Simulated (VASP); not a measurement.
# C (Fddd) in VASP: a series of runs

Runs on C. Level: LDA. Tasks: single point.

Program: VASP 6.6.1. These are calculated values, not measurements. Logs are shortened: lines on timing, memory, paths and dates and some standing lists are left out, and cuts for length are marked.

### Step 1. The cell of the first run

The structure is orthorhombic, space group Fddd (No. 70). Conventional cell: a = 3.267 Å, b = 3.532 Å, c = 3.796 Å, α = 90.00°, β = 90.00°, γ = 90.00°. Within 2.0 Å of C (site symmetry 222) lie 4 C at 1.53 Å.

### Step 2. Single point, LDA

INCAR

```
SYSTEM = C
  ALGO = Normal
  EDIFF = 1E-6
  ENCUT = 910
  GGA_COMPAT = .False.
  ISIF = 2
  ISMEAR = 0
  LASPH = .True.
  LCHARG = .False.
  LREAL = .False.
  LWAVE = .False.
  NBANDS = 11
  NELM = 120
  PREC = Accurate
  SIGMA = 0.05
```

KPOINTS

```
k-points
0
Gamma
  12 12 12
  0 0 0
```

POSCAR

```
C
1.0
    0.0000000000      1.8982028646      1.7657701066
    1.6333373486      0.0000000000      1.7657701066
    1.6333373486      1.8982028646      0.0000000000
C
2
Direct
    0.5000000000      0.5000000000      0.5000000000
    0.7500000000      0.7500000000      0.7500000000
```

Potentials or basis: VASP PAW LDA potentials, release 64 (C_h).

Command:

```console
$ cat potpaw_LDA.64/C_h/POTCAR > POTCAR
$ mpirun -np 1 vasp_std > vasp.out
```

OUTCAR:

```text
SYSTEM = C
   EDIFF = 1E-6
   ENCUT = 910
   ISIF = 2
   ISMEAR = 0
   LASPH = .True.
   LREAL = .False.
   NELM = 120
   PREC = Accurate

 ion  position               nearest neighbor table
   1  0.500  0.500  0.500-
   2  0.750  0.750  0.750-

  LATTYP: Found a face centered orthorhombic cell.
 ALAT       =     3.2666746972
 B/A-ratio  =     1.0810810811
 C/A-ratio  =     1.1621621622

  Lattice vectors:

 A1 = (   0.0000000000,   1.8982028646,  -1.7657701066)
 A2 = (   1.6333373486,   1.8982028646,   0.0000000000)
 A3 = (   1.6333373486,   0.0000000000,  -1.7657701066)

Analysis of symmetry for initial positions (statically):
=====================================================================
 Subroutine PRICEL returns:
 Original cell was already a primitive cell.

 Routine SETGRP: Setting up the symmetry group for a
 face centered orthorhombic supercell.

 Subroutine GETGRP returns: Found  8 space group operations
 (whereof  4 operations were pure point group operations)
 out of a pool of  8 trial point group operations.

The static configuration has the point symmetry D_2 .
 The point group associated with its full space group is D_2h.

Analysis of symmetry for dynamics (positions and initial velocities):
=====================================================================
 Subroutine PRICEL returns:
 Original cell was already a primitive cell.

 Routine SETGRP: Setting up the symmetry group for a
 face centered orthorhombic supercell.

 Subroutine GETGRP returns: Found  8 space group operations
 (whereof  4 operations were pure point group operations)
 out of a pool of  8 trial point group operations.

The dynamic configuration has the point symmetry D_2 .
 The point group associated with its full space group is D_2h.

 Subroutine INISYM returns: Found  8 space group operations
 (whereof  4 operations are pure point group operations),
 and found     1 'primitive' translations

----------------------------------------------------------------------------------------

                                     Primitive cell

  volume of cell :      10.9492

  direct lattice vectors                    reciprocal lattice vectors
     0.000000000  1.898202865  1.765770107    -0.306121696  0.263407041  0.283162569
     1.633337349  0.000000000  1.765770107     0.306121696 -0.263407041  0.283162569
     1.633337349  1.898202865  0.000000000     0.306121696  0.263407041 -0.283162569

  length of vectors
     2.592511945  2.405355476  2.504189492     0.493228956  0.493228956  0.493228956

  position of ions in fractional coordinates (direct lattice)
     0.500000000  0.500000000  0.500000000
     0.750000000  0.750000000  0.750000000

  ion indices of the primitive-cell ions
   primitive index   ion index
                 1           1
                 2           2

----------------------------------------------------------------------------------------

 KPOINTS: k-points

Automatic generation of k-mesh.
 Grid dimensions read from file:
 generate k-points for:   12   12   12

 Generating k-lattice:

  Cartesian coordinates                     Fractional coordinates (reciprocal lattice)
    -0.025510141  0.021950587  0.023596881     0.083333333 -0.000000000 -0.000000000
     0.025510141 -0.021950587  0.023596881     0.000000000  0.083333333  0.000000000
     0.025510141  0.021950587 -0.023596881     0.000000000  0.000000000  0.083333333

  Length of vectors
     0.041102413  0.041102413  0.041102413

  Shift w.r.t. Gamma in fractional coordinates (k-lattice)
     0.000000000  0.000000000  0.000000000

 Subroutine IBZKPT returns following result:
 ===========================================

 Found    280 irreducible k-points:

 Following reciprocal coordinates:
            Coordinates               Weight
  0.000000  0.000000  0.000000      1.000000
  0.083333  0.000000 -0.000000      8.000000
  0.166667  0.000000  0.000000      8.000000
  0.250000  0.000000 -0.000000      8.000000
  0.333333  0.000000  0.000000      8.000000
  0.416667 -0.000000 -0.000000      8.000000
[... 16 lines left out ...]
  0.500000  0.166667  0.000000      8.000000
 -0.416667  0.166667  0.000000      8.000000
 [... further k-points ...]
   k-points           NKPTS =    280   k-points in BZ     NKDIM =    280   number of bands    NBANDS=     11
   number of dos      NEDOS =    301   number of ions     NIONS =      2
   total plane-waves  NPLWV =  18816
   dimension x,y,z NGX =    28 NGY =   24 NGZ =   28
   dimension x,y,z NGXF=    56 NGYF=   48 NGZF=   56
   ions per type =               2
   NGX,Y,Z   is equivalent  to a cutoff of  17.96, 16.59, 18.59 a.u.
   NGXF,Y,Z  is equivalent  to a cutoff of  35.91, 33.18, 37.18 a.u.
 SYSTEM =  C
   PREC   = accura    normal or accurate (medium, high low for compatibility)
   ISTART =      0    job   : 0-new  1-cont  2-samecut
   ICHARG =      2    charge: 1-file 2-atom 10-const
   ISPIN  =      1    spin polarized calculation?
   LNONCOLLINEAR =      F non collinear calculations
   LSORBIT =      F    spin-orbit coupling
   LASPH  =      T    aspherical Exc in radial PAW
   ENCUT  =  910.0 eV  66.88 Ry    8.18 a.u.   6.38  5.92  6.16*2*pi/ulx,y,z
   NELM   =    120;   NELMIN=  2; NELMDL= -5     # of ELM steps
   EDIFF  = 0.1E-05   stopping-criterion for ELM
   LREAL  =      F    real-space projection
   EDIFFG = 0.1E-04   stopping-criterion for IOM
   NSW    =      0    number of steps for IOM
   IBRION =     -1    ionic relax: 0-MD 1-quasi-New 2-CG
   NFREE  =      0    steps in history (QN), initial steepest desc. (CG)
   ISIF   =      2    stress and relaxation
   ISYM   =      2    0-nonsym 1-usesym 2-fastsym
   POTIM  = 0.5000    time-step for ionic-motion
   TEBEG  =    0.0;   TEEND  =   0.0 temperature during run
   PSTRESS=    0.0 pullay stress
   NELECT =       8.0000    total number of electrons
   NUPDOWN=      -1.0000    fix difference up-down
   EMIN   =  10.00;   EMAX   =-10.00  energy-range for DOS
   EFERMI =   0.00;   METHOD = LEGACY
   ISMEAR =     0;   SIGMA  =   0.05  broadening in eV -4-tet -1-fermi 0-gaus
   EFERMI_NEDOS =   21; number of points for ismear=-14 and -15
   IALGO  =     38    algorithm
   IMIX   =      4    mixing-type and parameters
     AMIX     =   0.40;   BMIX     =  1.00
     AMIX_MAG =   1.60;   BMIX_MAG =  1.00
  volume/ion in A,a.u.               =       5.47        36.94
  Fermi-wavevector in a.u.,A,eV,Ry     =   1.474497  2.786396 29.580995  2.174142
  Thomas-Fermi vector in A             =   2.589261
   LORBIT       =      0    0 simple, 1 ext, 2 COOP (PROOUT), +10 PAW based schemes
   GGA     = CA    functional components
   LHFCALC =     F    Hartree Fock is set to
   AEXX    =    0.0000 exact exchange contribution
   IVDW    =     0    specifies the selected vdW correction
   LEPSILON=     F    determine dielectric tensor
   LRPA    =     F    only Hartree local field effects (RPA)
 non-spin polarized calculation
 Gauss-broadening in eV      SIGMA  =   0.05
  energy-cutoff  :      910.00
  volume of cell :       10.95
 maximum number of plane-waves:       702
 NGX is ok and might be reduce to    28
   NGX = 13   NGY = 11   NGZ = 13

 number of electron       8.0000000 magnetization

 Free energy of the ion-electron system (eV)
  ---------------------------------------------------
  ext. energy  EPLUGINS =         0.00000000
  ---------------------------------------------------
  free energy    TOTEN  =       -19.89780375 eV

  energy without entropy =      -19.89780375  energy(sigma->0) =      -19.89780375

 E-fermi :  12.9105     XC(G=0): -13.8433

 val. band max:       12.5399844698   @ k =   0.0000   0.0000   0.0000
 cond. band min:      13.9139735625   @ k =   0.0000   0.4167   0.4167
 fundamental gap:      1.3739890927
 Fermi energy:        12.9105369681

 k-point     1 :       0.0000    0.0000    0.0000
  band No.  band energies     occupation
      1     -10.3395      2.00000
      2      10.2150      2.00000
      3      11.6230      2.00000
      4      12.5400      2.00000
      5      16.3314      0.00000
      6      17.2932      0.00000
      7      18.1810      0.00000
      8      25.5108      0.00000
      9      31.1302      0.00000
     10      34.4086      0.00000
     11      35.6767      0.00000

 k-point     2 :       0.0833    0.0000   -0.0000
  band No.  band energies     occupation
      1     -10.1409      2.00000
      2       9.6068      2.00000
      3      10.9130      2.00000
      4      11.9899      2.00000
      5      16.7038      0.00000
      6      17.7391      0.00000
      7      18.8663      0.00000
      8      25.6352      0.00000
      9      31.4318      0.00000
     10      32.9832      0.00000
     11      36.7919      0.00000

 k-point     3 :       0.1667    0.0000    0.0000
  band No.  band energies     occupation
      1      -9.5472      2.00000
      2       7.5782      2.00000
      3       9.7152      2.00000
      4      11.2579      2.00000
      5      17.3771      0.00000
      6      18.5667      0.00000
      7      20.1843      0.00000
      8      26.0007      0.00000
      9      31.6210      0.00000
     10      32.6534      0.00000
     11      35.2980      0.00000

 k-point     4 :       0.2500    0.0000   -0.0000
  band No.  band energies     occupation
      1      -8.5656      2.00000
      2       4.8149      2.00000
      3       8.7628      2.00000
      4      10.6243      2.00000
      5      17.8238      0.00000
      6      19.3428      0.00000
      7      21.3560      0.00000
      8      26.5320      0.00000
      9      31.5939      0.00000
     10      33.5858      0.00000
     11      34.8896      0.00000

 k-point     5 :       0.3333    0.0000    0.0000
  band No.  band energies     occupation
      1      -7.2140      2.00000
      2       1.9967      2.00000
      3       8.0336      2.00000
      4      10.1524      2.00000
      5      17.9464      0.00000
      6      19.8110      0.00000
      7      22.2115      0.00000
      8      27.0306      0.00000
      9      31.9495      0.00000
     10      35.1134      0.00000
     11      35.4430      0.00000
[... 211 lines left out ...]
 k-point    21 :       0.3333    0.1667    0.0000
  band No.  band energies     occupation
      1      -7.4872      2.00000
      2       4.2532      2.00000
      3       7.1837      2.00000
      4       8.4772      2.00000
      5      17.6823      0.00000
      6      20.2030      0.00000
      7      23.4510      0.00000
      8      24.5531      0.00000
      9      32.2468      0.00000
     10      32.9645      0.00000
     11      37.5445      0.00000

 k-point    22 :       0.4167    0.1667   -0.0000
  band No.  band energies     occupation
      1      -6.0399      2.00000
      2       1.6372      2.00000
      3       6.5564      2.00000
      4       7.9493      2.00000
      5      18.2593      0.00000
      6      20.3962      0.00000
      7      24.4352      0.00000
      8      24.9666      0.00000
      9      32.2527      0.00000
     10      33.5333      0.00000
     11      38.8953      0.00000

 k-point    23 :       0.5000    0.1667    0.0000
  band No.  band energies     occupation
      1      -4.3541      2.00000
      2      -0.7234      2.00000
      3       6.0193      2.00000
      4       7.7638      2.00000
      5      18.5910      0.00000
      6      20.4238      0.00000
      7      24.9845      0.00000
      8      26.0423      0.00000
      9      31.2346      0.00000
     10      34.9025      0.00000
     11      39.3859      0.00000

 k-point    24 :      -0.4167    0.1667    0.0000
  band No.  band energies     occupation
      1      -3.8245      2.00000
      2      -1.3513      2.00000
      3       5.6497      2.00000
      4       7.9421      2.00000
      5      18.8746      0.00000
      6      20.4218      0.00000
      7      24.6819      0.00000
      8      26.9830      0.00000
      9      30.8260      0.00000
     10      35.8566      0.00000
     11      37.1955      0.00000

 [... further k-points ...]
[... 5 lines left out ...]
  --------------------------------------------------------------------------------------
  -------------------------------------------------------------------------------------
  Total        4.8181885     -4.9458288      0.8859583      0.0000000      0.0000000      0.0000000
  in kB      705.0366492   -723.7140192    129.6406486      0.0000000      0.0000000      0.0000000
  external PRESSURE =      36.9877595 kB  Pullay stress =       0.0000000 kB

 VOLUME and BASIS-vectors are now :
 -----------------------------------------------------------------------------
  energy-cutoff  :      910.00
  volume of cell :       10.95
      direct lattice vectors                 reciprocal lattice vectors
     0.000000000  1.898202865  1.765770107    -0.306121696  0.263407041  0.283162569
     1.633337349  0.000000000  1.765770107     0.306121696 -0.263407041  0.283162569
     1.633337349  1.898202865  0.000000000     0.306121696  0.263407041 -0.283162569

 POSITION                                       TOTAL-FORCE (eV/Angst)
 -----------------------------------------------------------------------------------
      1.63334      1.89820      1.76577        -0.000000      0.000000      0.000000
      2.45001      2.84730      2.64866         0.000000     -0.000000     -0.000000
 -----------------------------------------------------------------------------------
    total drift:                                0.000000      0.000000     -0.000000

  FREE ENERGIE OF THE ION-ELECTRON SYSTEM (eV)
  ---------------------------------------------------
  free  energy   TOTEN  =       -19.8978037461 eV

  energy  without entropy=      -19.8978037461  energy(sigma->0) =      -19.89780375
```

Wall time 29 s (1 thread of Intel Xeon Platinum 8559C (Emerald Rapids), shared host); peak memory 0.17 GiB.

Results:

```yaml
Free_energy: -19.8978 eV
Pressure: 3.7 GPa
Band_gap_on_the_k_mesh: 1.37 eV, indirect (least direct gap 3.79 eV)
```

Caveat: the cell differs from its parent crystal (strain +e along x and -e along y -0.0750, strain +e along z and -e/2 along x and y +0.0000); the cutoff is under 1.25 times the usual one of these potentials, so pressure, stress and relaxed cells hold a basis-set (Pulay) error. A k mesh can miss the band edges.

### Step 3. Single point, LDA

INCAR

```
PREC = Accurate ; ENCUT = 910
EDIFF = 1E-6 ; ISMEAR = 0
SIGMA = 0.05 ; LREAL = False
LASPH = True ; NELM = 120
ALGO = Normal ; ISIF = 2
LWAVE = False ; LCHARG = False
NBANDS = 11 ; GGA_COMPAT = False
```

KPOINTS

```
Automatic mesh
0
Gamma
  12 12 12
```

POSCAR

```
C
1.0
    0.0000000000      1.9291038415      1.7039681529
    1.6642383255      0.0000000000      1.7039681529
    1.6642383255      1.9291038415      0.0000000000
C
2
Direct
    0.5000000000      0.5000000000      0.5000000000
    0.7500000000      0.7500000000      0.7500000000
```

Potentials or basis: VASP PAW LDA potentials, release 64 (C_h).

Command:

```console
$ cat potpaw_LDA.64/C_h/POTCAR > POTCAR
$ mpirun -np 1 vasp_std > vasp.out
```

OUTCAR:

```text
PREC = Accurate
   ENCUT = 910
   EDIFF = 1E-6
   ISMEAR = 0
   LREAL = False
   LASPH = True
   NELM = 120
   ISIF = 2

 ion  position               nearest neighbor table
   1  0.500  0.500  0.500-
   2  0.750  0.750  0.750-

  LATTYP: Found a face centered orthorhombic cell.
 ALAT       =     3.3284766510
 B/A-ratio  =     1.0238726790
 C/A-ratio  =     1.1591511936

  Lattice vectors:

 A1 = (   0.0000000000,   1.9291038415,  -1.7039681529)
 A2 = (   1.6642383255,   1.9291038415,   0.0000000000)
 A3 = (   1.6642383255,   0.0000000000,  -1.7039681529)

Analysis of symmetry for initial positions (statically):
=====================================================================
 Subroutine PRICEL returns:
 Original cell was already a primitive cell.

 Routine SETGRP: Setting up the symmetry group for a
 face centered orthorhombic supercell.

 Subroutine GETGRP returns: Found  8 space group operations
 (whereof  4 operations were pure point group operations)
 out of a pool of  8 trial point group operations.

The static configuration has the point symmetry D_2 .
 The point group associated with its full space group is D_2h.

[... 165 lines left out ...]
 cond. band min:      14.4625411044   @ k =   0.0000   0.4167   0.4167
 fundamental gap:      2.0483188620
 Fermi energy:        12.7363353877

 k-point     1 :       0.0000    0.0000    0.0000
  band No.  band energies     occupation
      1     -10.3346      2.00000
      2       9.8650      2.00000
      3      12.1569      2.00000
      4      12.4142      2.00000
      5      16.6006      0.00000
      6      16.8918      0.00000
      7      18.4148      0.00000
      8      25.3336      0.00000
      9      31.1757      0.00000
     10      33.7383      0.00000
     11      35.0667      0.00000
[... 309 lines left out ...]
 k-point    24 :      -0.4167    0.1667   -0.0000
  band No.  band energies     occupation
      1      -3.9104      2.00000
      2      -1.1723      2.00000
      3       5.9684      2.00000
      4       7.7546      2.00000
      5      18.1738      0.00000
      6      20.5704      0.00000
      7      25.0384      0.00000
      8      26.8083      0.00000
      9      30.5467      0.00000
     10      35.8707      0.00000
     11      37.1022      0.00000

 [... further k-points ...]
[... 5 lines left out ...]
  --------------------------------------------------------------------------------------
  -------------------------------------------------------------------------------------
  Total        4.2038072     -6.4233135      3.0943797      0.0000000      0.0000000      0.0000000
  in kB      615.5888933   -940.6046179    453.1287277      0.0000000      0.0000000      0.0000000
  external PRESSURE =      42.7043344 kB  Pullay stress =       0.0000000 kB

 VOLUME and BASIS-vectors are now :
 -----------------------------------------------------------------------------
  energy-cutoff  :      910.00
  volume of cell :       10.94
      direct lattice vectors                 reciprocal lattice vectors
     0.000000000  1.929103841  1.703968153    -0.300437739  0.259187706  0.293432714
     1.664238325  0.000000000  1.703968153     0.300437739 -0.259187706  0.293432714
     1.664238325  1.929103841  0.000000000     0.300437739  0.259187706 -0.293432714

 POSITION                                       TOTAL-FORCE (eV/Angst)
 -----------------------------------------------------------------------------------
      1.66424      1.92910      1.70397         0.000000      0.000000      0.000000
      2.49636      2.89366      2.55595         0.000000      0.000000     -0.000000
 -----------------------------------------------------------------------------------
    total drift:                                0.000000      0.000000      0.000000

  FREE ENERGIE OF THE ION-ELECTRON SYSTEM (eV)
  ---------------------------------------------------
  free  energy   TOTEN  =       -19.8184694436 eV

  energy  without entropy=      -19.8184694436  energy(sigma->0) =      -19.81846944
```

Wall time 37 s (1 thread of Intel Xeon Platinum 8488C (Sapphire Rapids), shared host); peak memory 0.17 GiB.

Results:

```
Free energy            : -19.8185 eV
Pressure               : 4.3 GPa
Band gap on the k mesh : 2.05 eV, indirect (least direct gap 4.19 eV)
```

Stress tensor (GPa, compression positive):
```
 61.56   0.00   0.00
  0.00 -94.06   0.00
  0.00   0.00  45.31
```

Levels at points of the mesh, in eV from the valence-band top:
| k point | band 1 | band 2 | band 3 | band 4 | band 5 | band 6 | band 7 | band 8 | band 9 |
| --- | --- | --- | --- | --- | --- | --- | --- | --- | --- |
| (0.00, 0.00, 0.00) | -22.75 | -2.55 | -0.26 | 0.00 | 4.19 | 4.48 | 6.00 | 12.92 | 18.76 |
| (0.50, 0.00, 0.00) | -16.62 | -14.65 | -5.15 | -2.41 | 5.04 | 8.13 | 10.57 | 14.92 | 20.70 |
| (0.50, 0.50, 0.00) | -13.21 | -13.21 | -7.79 | -7.79 | 3.21 | 3.21 | 15.28 | 15.28 | 22.05 |
| (0.50, 0.00, 0.50) | -15.19 | -15.19 | -5.94 | -5.94 | 6.11 | 6.11 | 15.53 | 15.53 | 20.99 |
| (0.00, 0.50, 0.50) | -12.82 | -12.82 | -8.17 | -8.17 | 2.62 | 2.62 | 15.63 | 15.63 | 22.56 |

Caveat: the cell differs from its parent crystal (strain +e along x and -e along y -0.0750, strain +e along z and -e/2 along x and y -0.0350); the cutoff is under 1.25 times the usual one of these potentials, so pressure, stress and relaxed cells hold a basis-set (Pulay) error.

[end of part 1 of 2]
